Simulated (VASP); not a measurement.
## GaAs: single point with PBE

Crystal: GaAs.

```
CELL_PARAMETERS angstrom
0.00000 2.71976 2.71976
2.71976 0.00000 2.71976
2.71976 2.71976 0.00000
ATOMIC_POSITIONS crystal
Ga 0.00000 0.00000 0.00000
As 0.25000 0.25000 0.25000
```

This cell differs from its parent crystal: strain -4.0%.

```json
{
  "Program": "VASP 6.6.1",
  "Task": "single point",
  "Functional": "PBE",
  "Potentials or basis": "VASP PAW PBE potentials, release 64 (Ga_d, As)",
  "Cutoff": "520 eV",
  "k mesh": "4 × 4 × 4",
  "Occupations": "gaussian, width 0.01 eV",
  "Spin": "no spin polarisation"
}
```

```json
{
 "Pressure": "15.4 GPa",
 "Band gap on the k mesh": "1.19 eV (least direct gap 1.42 eV)"
}
```

Levels at points of the mesh, in eV from the valence-band top:
| k point | band 6 | band 7 | band 8 | band 9 | band 10 | band 11 | band 12 | band 13 |
| --- | --- | --- | --- | --- | --- | --- | --- | --- |
| (0.00, 0.00, 0.00) | -13.63 | 0.00 | 0.00 | 0.00 | 1.42 | 3.71 | 3.71 | 3.71 |
| (0.50, 0.00, 0.00) | -11.47 | -7.35 | -1.34 | -1.34 | 1.32 | 4.62 | 4.62 | 7.80 |
| (0.50, 0.50, 0.00) | -10.57 | -7.43 | -3.13 | -3.13 | 1.19 | 1.54 | 11.10 | 11.10 |

It took 13 s on 1 thread of Intel(R) Xeon(R) Platinum 8175M CPU @ 2.50GHz (Skylake/Cascade Lake), with other jobs on the host, peak memory 0.16 GiB.

Caveat: the k points lie up to 0.50 Å⁻¹ apart; the cell differs from its parent crystal (strain -4.0%). A k mesh can miss the band edges.
